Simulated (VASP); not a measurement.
# ZrN (Fm-3m) in VASP: a series of runs, part 2 of 3

VASP 6.6.1. The steps go on from the part before.

## 4. Electric field gradients, PBE (12.40 Å³/atom)

This run uses another cell than the first one, of 12.40 Å³/atom.

INCAR

```
PREC = Accurate
ENCUT = 520
EDIFF = 1E-8
ISMEAR = -1
SIGMA = 0.01
LREAL = False
LASPH = True
NELM = 120
ALGO = Normal
ISIF = 2
LWAVE = False
LCHARG = False
GGA = PE
LEFG = True
NBANDS = 16
GGA_COMPAT = False
```

KPOINTS

```
Automatic mesh
0
Gamma
  9 9 9
```

POSCAR

```
ZrN
1.0
    0.0000000000      2.3142891050      2.3142891050
    2.3142891050      0.0000000000      2.3142891050
    2.3142891050      2.3142891050      0.0000000000
Zr N
1 1
Direct
    0.0000000000      0.0000000000      0.0000000000
    0.5000000000      0.5000000000      0.5000000000
```

Potentials or basis: VASP PAW PBE potentials, release 64 (Zr_sv, N).

Started as:

```sh
cat potpaw_PBE.64/Zr_sv/POTCAR potpaw_PBE.64/N/POTCAR > POTCAR
mpirun -np 1 vasp_std > vasp.out
```

OUTCAR:

```text
PREC = Accurate
   ENCUT = 520
   EDIFF = 1E-8
   ISMEAR = -1
   LREAL = False
   LASPH = True
   NELM = 120
   ISIF = 2
   GGA = PE

 ion  position               nearest neighbor table
   1  0.000  0.000  0.000-   2 2.31   2 2.31   2 2.31   2 2.31   2 2.31   2 2.31
   2  0.500  0.500  0.500-   1 2.31   1 2.31   1 2.31   1 2.31   1 2.31   1 2.31

  LATTYP: Found a face centered cubic cell.
 ALAT       =     4.6285782100

  Lattice vectors:

 A1 = (   0.0000000000,   2.3142891050,   2.3142891050)
 A2 = (   2.3142891050,   0.0000000000,   2.3142891050)
 A3 = (   2.3142891050,   2.3142891050,   0.0000000000)

Analysis of symmetry for initial positions (statically):
=====================================================================
 Subroutine PRICEL returns:
 Original cell was already a primitive cell.

 Routine SETGRP: Setting up the symmetry group for a
 face centered cubic supercell.

 Subroutine GETGRP returns: Found 48 space group operations
 (whereof 48 operations were pure point group operations)
 out of a pool of 48 trial point group operations.

The static configuration has the point symmetry O_h .

Analysis of symmetry for dynamics (positions and initial velocities):
=====================================================================
 Subroutine PRICEL returns:
 Original cell was already a primitive cell.

 Routine SETGRP: Setting up the symmetry group for a
 face centered cubic supercell.

 Subroutine GETGRP returns: Found 48 space group operations
 (whereof 48 operations were pure point group operations)
 out of a pool of 48 trial point group operations.

The dynamic configuration has the point symmetry O_h .

[... 148 lines left out ...]
 cond. band min:      11.5864646766   @ k =   0.4444   0.2222   0.1111
 fundamental gap:      0.0294281246
 Fermi energy:        11.5787231482

 k-point     1 :       0.0000    0.0000    0.0000
  band No.  band energies     occupation
      1     -38.0629      2.00000
      2     -15.7111      2.00000
      3     -15.7111      2.00000
      4     -15.7111      2.00000
      5      -4.5468      2.00000
      6       8.9840      2.00000
[... 433 lines left out ...]
      3     -16.0244      2.00000
      4     -16.0244      2.00000
      5      -3.9485      2.00000
      6       6.8380      2.00000
[... 8 lines left out ...]
     15      21.7101      0.00000
     16      26.9497      0.00000

 [... further k-points ...]
[... 5 lines left out ...]
  --------------------------------------------------------------------------------------
  -------------------------------------------------------------------------------------
  Total       -0.7762062     -0.7762062     -0.7762062      0.0000000      0.0000000      0.0000000
  in kB      -50.1654651    -50.1654651    -50.1654651      0.0000000      0.0000000      0.0000000
  external PRESSURE =     -50.1654651 kB  Pullay stress =       0.0000000 kB

 VOLUME and BASIS-vectors are now :
 -----------------------------------------------------------------------------
  energy-cutoff  :      520.00
  volume of cell :       24.79
      direct lattice vectors                 reciprocal lattice vectors
     0.000000000  2.314289105  2.314289105    -0.216049066  0.216049066  0.216049066
     2.314289105  0.000000000  2.314289105     0.216049066 -0.216049066  0.216049066
     2.314289105  2.314289105  0.000000000     0.216049066  0.216049066 -0.216049066

 POSITION                                       TOTAL-FORCE (eV/Angst)
 -----------------------------------------------------------------------------------
      0.00000      0.00000      0.00000         0.000000      0.000000      0.000000
      2.31429      2.31429      2.31429        -0.000000     -0.000000      0.000000
 -----------------------------------------------------------------------------------
    total drift:                                0.000000     -0.000000     -0.000000

  FREE ENERGIE OF THE ION-ELECTRON SYSTEM (eV)
  ---------------------------------------------------
  free  energy   TOTEN  =       -20.3654990312 eV

  energy  without entropy=      -20.3645309676  energy(sigma->0) =      -20.36501500

 Electric field gradients (V/A^2)
---------------------------------------------------------------------
 ion       V_xx      V_yy      V_zz      V_xy      V_xz      V_yz
---------------------------------------------------------------------
   1       0.000    -0.000     0.000    -0.000    -0.000    -0.000
   2      -0.000    -0.000     0.000     0.001     0.001     0.001
---------------------------------------------------------------------

 Electric field gradients after diagonalization (V/A^2)
 (convention: |V_zz| > |V_xx| > |V_yy|)
----------------------------------------------------------------------
 ion       V_xx      V_yy      V_zz     asymmetry (V_yy - V_xx)/ V_zz
----------------------------------------------------------------------
   1       0.000     0.000    -0.000       0.000
   2      -0.001    -0.001     0.003       0.000
----------------------------------------------------------------------

           NMR quadrupolar parameters

 Cq : quadrupolar parameter    Cq=e*Q*V_zz/h
 eta: asymmetry parameters     (V_yy - V_xx)/ V_zz
 Q  : nuclear electric quadrupole moment in mb (millibarn)
----------------------------------------------------------------------
 ion       Cq(MHz)       eta       Q (mb)
----------------------------------------------------------------------
   1      -0.000       0.000       1.000
   2       0.000       0.000       1.000
----------------------------------------------------------------------
```

Wall time 5.9 s (1 thread of Intel Xeon 6975P-C (Granite Rapids), shared host); peak memory 0.14 GiB.

What came out:

```yaml
Free_energy: -20.3655 eV
Pressure: -5.0 GPa
Band_gap_on_the_k_mesh: zero (an odd number of electrons rules out a gap without spin polarisation)
Largest_electric_field_gradient_by_atom: zero within the noise of the run
```

Caveat: the cell stands under tension.

## 5. Electric field gradients, PBE (12.63 Å³/atom)

This run uses another cell than the first one, of 12.63 Å³/atom.

INCAR

```
PREC = Accurate
ENCUT = 520
EDIFF = 1E-8
ISMEAR = -1
SIGMA = 0.01
LREAL = F
LASPH = T
NELM = 120
ALGO = Normal
ISIF = 2
LWAVE = F
LCHARG = F
GGA = PE
LEFG = T
NBANDS = 16
GGA_COMPAT = F
```

KPOINTS

```
regular mesh
0
Gamma
  9 9 9
```

POSCAR

```
ZrN
1.0
    0.0000000000      2.3290301974      2.3290301974
    2.3290301974      0.0000000000      2.3290301974
    2.3290301974      2.3290301974      0.0000000000
Zr N
1 1
Direct
    0.0000000000      0.0000000000      0.0000000000
    0.5000000000      0.5000000000      0.5000000000
```

Potentials or basis: VASP PAW PBE potentials, release 64 (Zr_sv, N).

Started as:

```sh
cat potpaw_PBE.64/Zr_sv/POTCAR potpaw_PBE.64/N/POTCAR > POTCAR
mpirun -np 1 vasp_std > vasp.out
```

OUTCAR:

```text
PREC = Accurate
   ENCUT = 520
   EDIFF = 1E-8
   ISMEAR = -1
   LREAL = F
   LASPH = T
   NELM = 120
   ISIF = 2
   GGA = PE

 ion  position               nearest neighbor table
   1  0.000  0.000  0.000-   2 2.33   2 2.33   2 2.33   2 2.33   2 2.33   2 2.33
   2  0.500  0.500  0.500-   1 2.33   1 2.33   1 2.33   1 2.33   1 2.33   1 2.33

  LATTYP: Found a face centered cubic cell.
 ALAT       =     4.6580603948

  Lattice vectors:

 A1 = (   0.0000000000,   2.3290301974,   2.3290301974)
 A2 = (   2.3290301974,   0.0000000000,   2.3290301974)
 A3 = (   2.3290301974,   2.3290301974,   0.0000000000)

Analysis of symmetry for initial positions (statically):
=====================================================================
 Subroutine PRICEL returns:
 Original cell was already a primitive cell.

 Routine SETGRP: Setting up the symmetry group for a
 face centered cubic supercell.

 Subroutine GETGRP returns: Found 48 space group operations
 (whereof 48 operations were pure point group operations)
 out of a pool of 48 trial point group operations.

The static configuration has the point symmetry O_h .

Analysis of symmetry for dynamics (positions and initial velocities):
=====================================================================
 Subroutine PRICEL returns:
 Original cell was already a primitive cell.

 Routine SETGRP: Setting up the symmetry group for a
 face centered cubic supercell.

 Subroutine GETGRP returns: Found 48 space group operations
 (whereof 48 operations were pure point group operations)
 out of a pool of 48 trial point group operations.

The dynamic configuration has the point symmetry O_h .

[... 156 lines left out ...]
      3     -16.0211      2.00000
      4     -16.0211      2.00000
      5      -4.7028      2.00000
      6       8.7715      2.00000
[... 433 lines left out ...]
      3     -16.3143      2.00000
      4     -16.3143      2.00000
      5      -4.0953      2.00000
      6       6.6026      2.00000
[... 8 lines left out ...]
     15      21.2300      0.00000
     16      26.4791      0.00000

 [... further k-points ...]

------------------------ aborting loop because EDIFF is reached ----------------------------------------

  FORCE on cell =-STRESS in cart. coord.  units (eV):
  Direction    XX          YY          ZZ          XY          YZ          ZX
  --------------------------------------------------------------------------------------
  -------------------------------------------------------------------------------------
  Total       -1.4452978     -1.4452978     -1.4452978     -0.0000000     -0.0000000     -0.0000000
  in kB      -91.6457976    -91.6457976    -91.6457976     -0.0000000     -0.0000000     -0.0000000
  external PRESSURE =     -91.6457976 kB  Pullay stress =       0.0000000 kB

 VOLUME and BASIS-vectors are now :
 -----------------------------------------------------------------------------
  energy-cutoff  :      520.00
  volume of cell :       25.27
      direct lattice vectors                 reciprocal lattice vectors
     0.000000000  2.329030197  2.329030197    -0.214681630  0.214681630  0.214681630
     2.329030197  0.000000000  2.329030197     0.214681630 -0.214681630  0.214681630
     2.329030197  2.329030197  0.000000000     0.214681630  0.214681630 -0.214681630

 POSITION                                       TOTAL-FORCE (eV/Angst)
 -----------------------------------------------------------------------------------
      0.00000      0.00000      0.00000         0.000000      0.000000     -0.000000
      2.32903      2.32903      2.32903         0.000000      0.000000      0.000000
 -----------------------------------------------------------------------------------
    total drift:                                0.000000     -0.000000     -0.000000

  FREE ENERGIE OF THE ION-ELECTRON SYSTEM (eV)
  ---------------------------------------------------
  free  energy   TOTEN  =       -20.3447549828 eV

  energy  without entropy=      -20.3437975978  energy(sigma->0) =      -20.34427629

 Electric field gradients (V/A^2)
---------------------------------------------------------------------
 ion       V_xx      V_yy      V_zz      V_xy      V_xz      V_yz
---------------------------------------------------------------------
   1      -0.000    -0.000     0.000    -0.000    -0.000    -0.000
   2      -0.000    -0.000    -0.000     0.001     0.001     0.001
---------------------------------------------------------------------

 Electric field gradients after diagonalization (V/A^2)
 (convention: |V_zz| > |V_xx| > |V_yy|)
----------------------------------------------------------------------
 ion       V_xx      V_yy      V_zz     asymmetry (V_yy - V_xx)/ V_zz
----------------------------------------------------------------------
   1       0.000     0.000    -0.000       0.000
   2      -0.001    -0.001     0.002       0.000
----------------------------------------------------------------------

           NMR quadrupolar parameters

 Cq : quadrupolar parameter    Cq=e*Q*V_zz/h
 eta: asymmetry parameters     (V_yy - V_xx)/ V_zz
 Q  : nuclear electric quadrupole moment in mb (millibarn)
----------------------------------------------------------------------
 ion       Cq(MHz)       eta       Q (mb)
----------------------------------------------------------------------
   1      -0.000       0.000       1.000
   2       0.000       0.000       1.000
----------------------------------------------------------------------
```

OSZICAR:

```text
N       E                     dE             d eps       ncg     rms          rms(c)
DAV:   1     0.118102598020E+03    0.11810E+03   -0.91808E+03  1120   0.105E+03
DAV:   2    -0.189252308191E+02   -0.13703E+03   -0.12773E+03  1472   0.297E+02
DAV:   3    -0.237582770561E+02   -0.48330E+01   -0.47977E+01  1520   0.535E+01
DAV:   4    -0.238422773952E+02   -0.84000E-01   -0.83982E-01  1440   0.626E+00
DAV:   5    -0.238438859246E+02   -0.16085E-02   -0.16085E-02  1512   0.613E-01    0.198E+01
DAV:   6    -0.205505459843E+02    0.32933E+01   -0.74730E+00  1248   0.249E+01    0.761E+00
DAV:   7    -0.203797552840E+02    0.17079E+00   -0.54334E-01  1312   0.665E+00    0.600E+00
DAV:   8    -0.203595558797E+02    0.20199E-01   -0.24765E-01  1320   0.450E+00    0.322E+00
DAV:   9    -0.203454633279E+02    0.14093E-01   -0.53983E-02  1216   0.224E+00    0.113E+00
DAV:  10    -0.203447977707E+02    0.66556E-03   -0.35290E-03  1408   0.635E-01    0.135E-01
DAV:  11    -0.203447653342E+02    0.32436E-04   -0.15661E-04  1320   0.989E-02    0.933E-02
DAV:  12    -0.203447557196E+02    0.96146E-05   -0.20340E-05  1328   0.390E-02    0.411E-03
DAV:  13    -0.203447550648E+02    0.65477E-06   -0.48438E-07  1368   0.790E-03    0.409E-03
DAV:  14    -0.203447549508E+02    0.11403E-06   -0.31520E-08  1536   0.121E-03    0.929E-04
DAV:  15    -0.203447549910E+02   -0.40220E-07   -0.54664E-09   816   0.753E-04    0.895E-05
DAV:  16    -0.203447549828E+02    0.82466E-08   -0.12803E-09   688   0.296E-04
   1 F= -.20344755E+02 E0= -.20344276E+02  d E =-.957385E-03
```

stdout:

```text
POSCAR found type information on POSCAR ZrN
 POSCAR found :  2 types and       2 ions
 scaLAPACK will be used
 LDA part: xc-table for (Slater+PW92), standard interpolation
 POSCAR, INCAR and KPOINTS ok, starting setup
 FFT: planning ... GRIDC
 FFT: planning ... GRID_SOFT
 FFT: planning ... GRID
 WAVECAR not read
 entering main loop
ion   1

ion   2
```

It took 6 s on 1 thread of Intel Xeon 6975P-C (Granite Rapids), shared host; peak memory 0.14 GiB.

What came out:

```
Free energy                             : -20.3448 eV
Pressure                                : -9.2 GPa
Band gap on the k mesh                  : zero (an odd number of electrons rules out a gap without spin polarisation)
Largest electric field gradient by atom : zero within the noise of the run
```

Levels at points of the mesh, in eV from the Fermi level:
| k point | band 6 | band 7 | band 8 | band 9 | band 10 | band 11 | band 12 | band 13 |
| --- | --- | --- | --- | --- | --- | --- | --- | --- |
| (0.00, 0.00, 0.00) | -2.57 | -2.57 | -2.57 | -0.35 | -0.35 | -0.35 | 1.50 | 1.50 |

Caveat: the cell stands under tension.

[end of part 2 of 3]
